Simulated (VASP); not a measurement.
# FeAu (R-3m) in VASP: further runs

The runs below take FeAu through single point, relaxation of cell and atoms, with PBEsol.

Program: VASP 6.6.1. These are calculated values, not measurements. Logs are shortened: lines on timing, memory, paths and dates and some standing lists are left out, and cuts for length are marked.

### 1 The cell of the first run

It takes space group R-3m (No. 166, trigonal). The conventional cell has a = 2.823 Å, b = 2.823 Å, c = 13.408 Å, α = 90.00°, β = 90.00°, γ = 120.00°. Within 3.6 Å of Au (site symmetry -3m) lie 6 Fe at 2.77 Å and 6 Au at 2.82 Å. Fe (site symmetry -3m) has 6 Au at 2.77 Å and 6 Fe at 2.82 Å within 3.6 Å.

### 2 Single point, PBEsol, collinear spin, ferromagnetic start

INCAR reads:

```
  PREC = Accurate
  ENCUT = 520
  EDIFF = 1E-6
  ISMEAR = -1
  SIGMA = 0.05
  LREAL = False
  LASPH = True
  NELM = 150
  ALGO = Fast
  ISIF = 2
  LWAVE = False
  LCHARG = False
  ISPIN = 2
  MAGMOM = 0 3
  LORBIT = 11
  LMAXMIX = 4
  GGA = PS
  NBANDS = 20
```

KPOINTS reads:

```
Automatic mesh
0
Gamma
  10 10 10
```

POSCAR reads:

```
FeAu
1.0
    1.4117478522      0.8150730025      4.4694532999
   -1.4117478522      0.8150730025      4.4694532999
    0.0000000000     -1.6301460050      4.4694532999
Au Fe
1 1
Direct
    0.0000000000      0.0000000000      0.0000000000
    0.5000000000      0.5000000000      0.5000000000
```

Potentials or basis: VASP PAW PBE potentials, release 64 (Au, Fe).

The run is started by

```console
> cat potpaw_PBE.64/Au/POTCAR potpaw_PBE.64/Fe/POTCAR > POTCAR
> mpirun -np 1 vasp_std > vasp.out
```

OUTCAR:

```text
PREC = Accurate
   ENCUT = 520
   EDIFF = 1E-6
   ISMEAR = -1
   LREAL = False
   LASPH = True
   NELM = 150
   ISIF = 2
   ISPIN = 2
   LORBIT = 11
   GGA = PS

 ion  position               nearest neighbor table
   1  0.000  0.000  0.000-   2 2.77   2 2.77   2 2.77   2 2.77   2 2.77   2 2.77
   2  0.500  0.500  0.500-   1 2.77   1 2.77   1 2.77   1 2.77   1 2.77   1 2.77

  LATTYP: Found a trigonal (rhomboedric) cell.
 ALAT       =     4.7574561267
 COS(alpha) =     0.8238856747

  Lattice vectors:

 A1 = (   1.4117478522,   0.8150730025,   4.4694532999)
 A2 = (  -1.4117478522,   0.8150730025,   4.4694532999)
 A3 = (   0.0000000000,  -1.6301460050,   4.4694532999)

Analysis of symmetry for initial positions (statically):
=====================================================================
 Subroutine PRICEL returns:
 Original cell was already a primitive cell.

 Routine SETGRP: Setting up the symmetry group for a
 trigonal (rhombohedral) supercell.

 Subroutine GETGRP returns: Found 12 space group operations
 (whereof 12 operations were pure point group operations)
 out of a pool of 12 trial point group operations.

The static configuration has the point symmetry D_3d.

Analysis of symmetry for dynamics (positions and initial velocities):
=====================================================================
 Subroutine PRICEL returns:
 Original cell was already a primitive cell.

 Routine SETGRP: Setting up the symmetry group for a
 trigonal (rhombohedral) supercell.

 Subroutine GETGRP returns: Found 12 space group operations
 (whereof 12 operations were pure point group operations)
 out of a pool of 12 trial point group operations.

The dynamic configuration has the point symmetry D_3d.

Analysis of structural, dynamic, and magnetic symmetry:
=====================================================================
 Subroutine PRICEL returns:
 Original cell was already a primitive cell.

 Routine SETGRP: Setting up the symmetry group for a
 trigonal (rhombohedral) supercell.

 Subroutine GETGRP returns: Found 12 space group operations
 (whereof 12 operations were pure point group operations)
 out of a pool of 12 trial point group operations.

The overall configuration has the point symmetry D_3d.

 Subroutine INISYM returns: Found 12 space group operations
 (whereof 12 operations are pure point group operations),
 and found     1 'primitive' translations

----------------------------------------------------------------------------------------

                                     Primitive cell

  volume of cell :      30.8574

  direct lattice vectors                    reciprocal lattice vectors
     1.411747852  0.815073003  4.469453300     0.354170895  0.204480661  0.074580337
    -1.411747852  0.815073003  4.469453300    -0.354170895  0.204480661  0.074580337
     0.000000000 -1.630146005  4.469453300     0.000000000 -0.408961323  0.074580337

  length of vectors
     4.757456127  4.757456127  4.757456127     0.415706135  0.415706135  0.415706135

  position of ions in fractional coordinates (direct lattice)
     0.000000000  0.000000000  0.000000000
     0.500000000  0.500000000  0.500000000

  ion indices of the primitive-cell ions
   primitive index   ion index
                 1           1
                 2           2

----------------------------------------------------------------------------------------

 KPOINTS: Automatic mesh

Automatic generation of k-mesh.
 Grid dimensions read from file:
 generate k-points for:   10   10   10

 Generating k-lattice:

  Cartesian coordinates                     Fractional coordinates (reciprocal lattice)
     0.035417089  0.020448066  0.007458034     0.100000000  0.000000000  0.000000000
    -0.035417089  0.020448066  0.007458034     0.000000000  0.100000000  0.000000000
     0.000000000 -0.040896132  0.007458034     0.000000000  0.000000000  0.100000000

  Length of vectors
     0.041570613  0.041570613  0.041570613

  Shift w.r.t. Gamma in fractional coordinates (k-lattice)
     0.000000000  0.000000000  0.000000000

 Subroutine IBZKPT returns following result:
 ===========================================

 Found    116 irreducible k-points:

 Following reciprocal coordinates:
            Coordinates               Weight
  0.000000  0.000000  0.000000      1.000000
  0.100000  0.000000  0.000000      6.000000
  0.200000  0.000000  0.000000      6.000000
  0.300000  0.000000  0.000000      6.000000
  0.400000  0.000000  0.000000      6.000000
  0.500000  0.000000  0.000000      3.000000
[... 16 lines left out ...]
  0.300000  0.300000  0.000000      6.000000
  0.400000  0.300000  0.000000     12.000000
 [... further k-points ...]
   k-points           NKPTS =    116   k-points in BZ     NKDIM =    116   number of bands    NBANDS=     20
   number of dos      NEDOS =    301   number of ions     NIONS =      2
   total plane-waves  NPLWV =  46656
   dimension x,y,z NGX =    36 NGY =   36 NGZ =   36
   dimension x,y,z NGXF=    72 NGYF=   72 NGZF=   72
   ions per type =               1   1
   NGX,Y,Z   is equivalent  to a cutoff of  12.58, 12.58, 12.58 a.u.
   NGXF,Y,Z  is equivalent  to a cutoff of  25.16, 25.16, 25.16 a.u.
 SYSTEM =  unknown system
   PREC   = accura    normal or accurate (medium, high low for compatibility)
   ISTART =      0    job   : 0-new  1-cont  2-samecut
   ICHARG =      2    charge: 1-file 2-atom 10-const
   ISPIN  =      2    spin polarized calculation?
   LNONCOLLINEAR =      F non collinear calculations
   LSORBIT =      F    spin-orbit coupling
   LASPH  =      T    aspherical Exc in radial PAW
   ENCUT  =  520.0 eV  38.22 Ry    6.18 a.u.   8.85  8.85  8.85*2*pi/ulx,y,z
   NELM   =    150;   NELMIN=  2; NELMDL= -5     # of ELM steps
   EDIFF  = 0.1E-05   stopping-criterion for ELM
   LREAL  =      F    real-space projection
   EDIFFG = 0.1E-04   stopping-criterion for IOM
   NSW    =      0    number of steps for IOM
   IBRION =     -1    ionic relax: 0-MD 1-quasi-New 2-CG
   NFREE  =      0    steps in history (QN), initial steepest desc. (CG)
   ISIF   =      2    stress and relaxation
   ISYM   =      2    0-nonsym 1-usesym 2-fastsym
   POTIM  = 0.5000    time-step for ionic-motion
   TEBEG  =    0.0;   TEEND  =   0.0 temperature during run
   PSTRESS=    0.0 pullay stress
   NELECT =      19.0000    total number of electrons
   NUPDOWN=      -1.0000    fix difference up-down
   EMIN   =  10.00;   EMAX   =-10.00  energy-range for DOS
   EFERMI =   0.00;   METHOD = LEGACY
   ISMEAR =    -1;   SIGMA  =   0.05  broadening in eV -4-tet -1-fermi 0-gaus
   EFERMI_NEDOS =   21; number of points for ismear=-14 and -15
   IALGO  =     68    algorithm
   IMIX   =      4    mixing-type and parameters
     AMIX     =   0.40;   BMIX     =  1.00
     AMIX_MAG =   1.60;   BMIX_MAG =  1.00
  volume/ion in A,a.u.               =      15.43       104.12
  Fermi-wavevector in a.u.,A,eV,Ry     =   1.392749  2.631914 26.391907  1.939750
  Thomas-Fermi vector in A             =   2.516462
   LORBIT       =     11    0 simple, 1 ext, 2 COOP (PROOUT), +10 PAW based schemes
   GGA     = PS    functional components
   LHFCALC =     F    Hartree Fock is set to
   AEXX    =    0.0000 exact exchange contribution
   IVDW    =     0    specifies the selected vdW correction
   LEPSILON=     F    determine dielectric tensor
   LRPA    =     F    only Hartree local field effects (RPA)
 spin polarized calculation
 RMM-DIIS sequential band-by-band and
  energy-cutoff  :      520.00
  volume of cell :       30.86
 maximum number of plane-waves:       844
   NGX = 17   NGY = 17   NGZ = 17

 number of electron      19.0000004 magnetization       2.9035650

 Free energy of the ion-electron system (eV)
  ---------------------------------------------------
  ext. energy  EPLUGINS =         0.00000000
  ---------------------------------------------------
  free energy    TOTEN  =       -12.27479017 eV

  energy without entropy =      -12.25871195  energy(sigma->0) =      -12.26675106

 E-fermi :   7.3351     XC(G=0): -12.5700

 val. band max:        7.3290435550   @ k =   0.5000   0.3000   0.2000
 cond. band min:       7.3366886953   @ k =  -0.2000   0.4000   0.1000
 fundamental gap:      0.0076451402
 Fermi energy:         7.3350566464

 spin component 1

 k-point     1 :       0.0000    0.0000    0.0000
  band No.  band energies     occupation
      1      -2.2170      1.00000
      2       0.6321      1.00000
      3       2.4070      1.00000
      4       2.4070      1.00000
      5       3.6050      1.00000
      6       3.6050      1.00000
[... 12 lines left out ...]
     19      27.6487      0.00000
     20      29.0084      0.00000
[... 507 lines left out ...]
 k-point    24 :       0.4000    0.3000    0.0000
  band No.  band energies     occupation
      1       0.3966      1.00000
      2       1.1905      1.00000
      3       1.8263      1.00000
      4       2.9897      1.00000
      5       3.0924      1.00000
      6       4.3875      1.00000
[... 12 lines left out ...]
     19      26.2192      0.00000
     20      27.3047      0.00000

 [... further k-points ...]

 spin component 2

 k-point     1 :       0.0000    0.0000    0.0000
  band No.  band energies     occupation
      1      -2.1345      1.00000
      2       0.7760      1.00000
      3       2.4978      1.00000
      4       2.4978      1.00000
      5       3.9427      1.00000
      6       3.9427      1.00000
[... 12 lines left out ...]
     19      27.6504      0.00000
     20      29.0992      0.00000
[... 507 lines left out ...]
 k-point    24 :       0.4000    0.3000    0.0000
  band No.  band energies     occupation
      1       0.5300      1.00000
      2       1.3685      1.00000
      3       2.1463      1.00000
      4       3.0947      1.00000
      5       3.3396      1.00000
      6       5.2214      1.00000
[... 12 lines left out ...]
     19      26.6277      0.00000
     20      27.7166      0.00000

 [... further k-points ...]

------------------------ aborting loop because EDIFF is reached ----------------------------------------

  FORCE on cell =-STRESS in cart. coord.  units (eV):
  Direction    XX          YY          ZZ          XY          YZ          ZX
  --------------------------------------------------------------------------------------
  -------------------------------------------------------------------------------------
  Total       -1.7659285     -1.7659285     -1.6072840      0.0000000     -0.0000000      0.0000000
  in kB      -91.6905117    -91.6905117    -83.4533767      0.0000000     -0.0000000      0.0000000
  external PRESSURE =     -88.9448000 kB  Pullay stress =       0.0000000 kB

 VOLUME and BASIS-vectors are now :
 -----------------------------------------------------------------------------
  energy-cutoff  :      520.00
  volume of cell :       30.86
      direct lattice vectors                 reciprocal lattice vectors
     1.411747852  0.815073003  4.469453300     0.354170895  0.204480661  0.074580337
    -1.411747852  0.815073003  4.469453300    -0.354170895  0.204480661  0.074580337
     0.000000000 -1.630146005  4.469453300     0.000000000 -0.408961323  0.074580337

 POSITION                                       TOTAL-FORCE (eV/Angst)
 -----------------------------------------------------------------------------------
      0.00000      0.00000      0.00000        -0.000000     -0.000000     -0.000000
      0.00000      0.00000      6.70418         0.000000      0.000000      0.000000
 -----------------------------------------------------------------------------------
    total drift:                                0.000000     -0.000000      0.000000

  FREE ENERGIE OF THE ION-ELECTRON SYSTEM (eV)
  ---------------------------------------------------
  free  energy   TOTEN  =       -12.2747901737 eV

  energy  without entropy=      -12.2587119478  energy(sigma->0) =      -12.26675106

 total charge

# of ion       s       p       d       tot
------------------------------------------
    1        0.607   0.454   8.667   9.728
    2        0.378   0.350   6.104   6.832
--------------------------------------------------
tot          0.985   0.804  14.771  16.560

 magnetization (x)

# of ion       s       p       d       tot
------------------------------------------
    1       -0.016  -0.037   0.092   0.039
    2       -0.003  -0.014   2.898   2.881
--------------------------------------------------
tot         -0.019  -0.051   2.989   2.919
```

Run time: 3.8 min. Hardware: 1 thread of AMD EPYC 9R45 (Zen 5), shared host; peak memory 0.3 GiB.

Results:

```
Free energy                                           : -12.2748 eV
Pressure                                              : -8.9 GPa
Net moment                                            : 2.90 μB per cell
Site moments                                          : Au +0.04; Fe +2.88 μB
Valence electrons inside the program's atomic spheres : Au 9.73; Fe 6.83
```

Caveat: the cell stands under tension; the PAW data sets were made with another functional, which shifts forces and pressure a little; spin-orbit coupling is left out, which moves the levels of the heavy elements.

### 3 Single point, PBEsol, collinear spin, ferromagnetic start

INCAR reads:

```
  ALGO = Normal
  EDIFF = 1E-7
  ENCUT = 520
  GGA = PS
  ISIF = 2
  ISMEAR = -1
  ISPIN = 2
  LASPH = T
  LCHARG = F
  LMAXMIX = 4
  LORBIT = 11
  LREAL = F
  LWAVE = F
  MAGMOM = 0 3
  NBANDS = 20
  NELM = 150
  PREC = Accurate
  SIGMA = 0.05
```

KPOINTS reads:

```
k-points
0
Gamma
  12 12 12
```

POSCAR is that of step 2.

Potentials or basis: VASP PAW PBE potentials, release 64 (Au, Fe).

The run is started by

```console
> cat potpaw_PBE.64/Au/POTCAR potpaw_PBE.64/Fe/POTCAR > POTCAR
> mpirun -np 1 vasp_std > vasp.out
```

OUTCAR:

```text
EDIFF = 1E-7
   ENCUT = 520
   GGA = PS
   ISIF = 2
   ISMEAR = -1
   ISPIN = 2
   LASPH = T
   LORBIT = 11
   LREAL = F
   NELM = 150
   PREC = Accurate

 ion  position               nearest neighbor table
   1  0.000  0.000  0.000-   2 2.77   2 2.77   2 2.77   2 2.77   2 2.77   2 2.77
   2  0.500  0.500  0.500-   1 2.77   1 2.77   1 2.77   1 2.77   1 2.77   1 2.77

  LATTYP: Found a trigonal (rhomboedric) cell.
 ALAT       =     4.7574561267
 COS(alpha) =     0.8238856747

  Lattice vectors:

 A1 = (   1.4117478522,   0.8150730025,   4.4694532999)
 A2 = (  -1.4117478522,   0.8150730025,   4.4694532999)
 A3 = (   0.0000000000,  -1.6301460050,   4.4694532999)
[... 1316 lines left out ...]

 VOLUME and BASIS-vectors are now :
 -----------------------------------------------------------------------------
  energy-cutoff  :      520.00
  volume of cell :       30.86
      direct lattice vectors                 reciprocal lattice vectors
     1.411747852  0.815073003  4.469453300     0.354170895  0.204480661  0.074580337
    -1.411747852  0.815073003  4.469453300    -0.354170895  0.204480661  0.074580337
     0.000000000 -1.630146005  4.469453300     0.000000000 -0.408961323  0.074580337

 POSITION                                       TOTAL-FORCE (eV/Angst)
 -----------------------------------------------------------------------------------
      0.00000      0.00000      0.00000        -0.000000     -0.000000      0.000000
      0.00000      0.00000      6.70418         0.000000      0.000000     -0.000000
 -----------------------------------------------------------------------------------
    total drift:                                0.000000     -0.000000      0.000000

  FREE ENERGIE OF THE ION-ELECTRON SYSTEM (eV)
  ---------------------------------------------------
  free  energy   TOTEN  =       -12.2801615320 eV

  energy  without entropy=      -12.2634041606  energy(sigma->0) =      -12.27178285

 total charge

# of ion       s       p       d       tot
------------------------------------------
    1        0.608   0.455   8.666   9.728
    2        0.378   0.350   6.104   6.831
--------------------------------------------------
tot          0.985   0.804  14.770  16.560

 magnetization (x)

# of ion       s       p       d       tot
------------------------------------------
    1       -0.016  -0.036   0.094   0.043
    2       -0.003  -0.014   2.903   2.886
--------------------------------------------------
tot         -0.019  -0.049   2.997   2.929
```

OSZICAR:

```text
N       E                     dE             d eps       ncg     rms          rms(c)
DAV:   1     0.105462430295E+03    0.10546E+03   -0.88179E+03 15480   0.105E+03
DAV:   2    -0.966154754160E+01   -0.11512E+03   -0.10342E+03 15548   0.228E+02
DAV:   3    -0.136422939920E+02   -0.39807E+01   -0.38706E+01 17648   0.494E+01
DAV:   4    -0.136862709884E+02   -0.43977E-01   -0.43953E-01 16792   0.441E+00
DAV:   5    -0.136872803156E+02   -0.10093E-02   -0.10093E-02 17224   0.757E-01    0.143E+01
DAV:   6    -0.131828179832E+02    0.50446E+00   -0.76898E+00 16836   0.449E+01    0.125E+01
DAV:   7    -0.124881932864E+02    0.69462E+00   -0.46921E+00 19332   0.486E+01    0.928E+00
DAV:   8    -0.123292205088E+02    0.15897E+00   -0.32753E-01 20988   0.762E+00    0.432E+00
DAV:   9    -0.122805551576E+02    0.48665E-01   -0.12774E-01 21772   0.618E+00    0.142E+00
DAV:  10    -0.122807581823E+02   -0.20302E-03   -0.79255E-03 16912   0.891E-01    0.382E-01
DAV:  11    -0.122801457967E+02    0.61239E-03   -0.31377E-03 20608   0.102E+00    0.847E-02
DAV:  12    -0.122801616259E+02   -0.15829E-04   -0.14682E-04 17776   0.108E-01    0.492E-02
DAV:  13    -0.122801606708E+02    0.95512E-06   -0.11877E-05 19112   0.652E-02    0.236E-02
DAV:  14    -0.122801612972E+02   -0.62644E-06   -0.24792E-06 22064   0.244E-02    0.626E-03
DAV:  15    -0.122801615678E+02   -0.27056E-06   -0.36848E-07 15824   0.102E-02    0.188E-03
DAV:  16    -0.122801615320E+02    0.35731E-07   -0.44544E-08  8572   0.331E-03
   1 F= -.12280162E+02 E0= -.12271783E+02  d E =-.167574E-01  mag=     2.9149
```

stdout:

```text
POSCAR found type information on POSCAR AuFe
 POSCAR found :  2 types and       2 ions
 scaLAPACK will be used
 -----------------------------------------------------------------------------
|                                                                             |
|                                                                             |
|     You enforced a specific xc type in the INCAR file but a different       |
|     I HOPE YOU KNOW WHAT YOU ARE DOING!                                     |
|                                                                             |
 -----------------------------------------------------------------------------

 LDA part: xc-table for (Slater+PW92), standard interpolation
 POSCAR, INCAR and KPOINTS ok, starting setup
 FFT: planning ... GRIDC
 FFT: planning ... GRID_SOFT
 FFT: planning ... GRID
 WAVECAR not read
 entering main loop
```

Wall time 5.9 min (1 thread of AMD EPYC 9R45 (Zen 5), shared host); peak memory 0.35 GiB.

Results:

```yaml
Free_energy: -12.2802 eV
Pressure: -8.9 GPa
Net_moment: 2.91 μB per cell
Site_moments: Au +0.04; Fe +2.89 μB
Valence_electrons_inside_the_program's_atomic_spheres: Au 9.73; Fe 6.83
```

Stress tensor (GPa, compression positive):
```
-9.27  0.00  0.00
 0.00 -9.27  0.00
 0.00  0.00 -8.20
```

Levels at points of the mesh, in eV from the Fermi level:
Spin up:
| k point | band 7 | band 8 | band 9 | band 10 | band 11 | band 12 | band 13 | band 14 | band 15 | band 16 |
| --- | --- | --- | --- | --- | --- | --- | --- | --- | --- | --- |
| (0.00, 0.00, 0.00) | -3.21 | -2.26 | -2.26 | -1.59 | -1.59 | -0.77 | 4.12 | 14.77 | 17.04 | 17.68 |
| (0.50, 0.00, 0.00) | -2.92 | -2.36 | -2.00 | -1.32 | 0.79 | 1.26 | 5.81 | 6.40 | 10.82 | 12.68 |
| (0.50, 0.50, 0.00) | -1.65 | -1.57 | -1.37 | -1.26 | -1.05 | 1.16 | 3.30 | 6.95 | 10.39 | 11.07 |
| (0.50, 0.50, 0.50) | -3.25 | -3.08 | -2.53 | -2.53 | -2.10 | -2.10 | 11.18 | 12.95 | 15.32 | 19.08 |
Spin down:
```tsv
k point	band 6	band 7	band 8	band 9	band 10	band 11
(0.00, 0.00, 0.00)	-3.39	-1.24	-0.63	0.31	0.31	1.20
(0.50, 0.00, 0.00)	-1.95	-1.58	-0.64	0.54	1.37	1.61
(0.50, 0.50, 0.00)	-1.02	-0.97	0.03	1.15	1.20	1.30
(0.50, 0.50, 0.50)	-3.20	-3.20	-0.75	0.09	0.09	0.92
```

Caveat: the cell stands under tension; the PAW data sets were made with another functional, which shifts forces and pressure a little; spin-orbit coupling is left out, which moves the levels of the heavy elements.

(Part 1 of 2 ends here.)
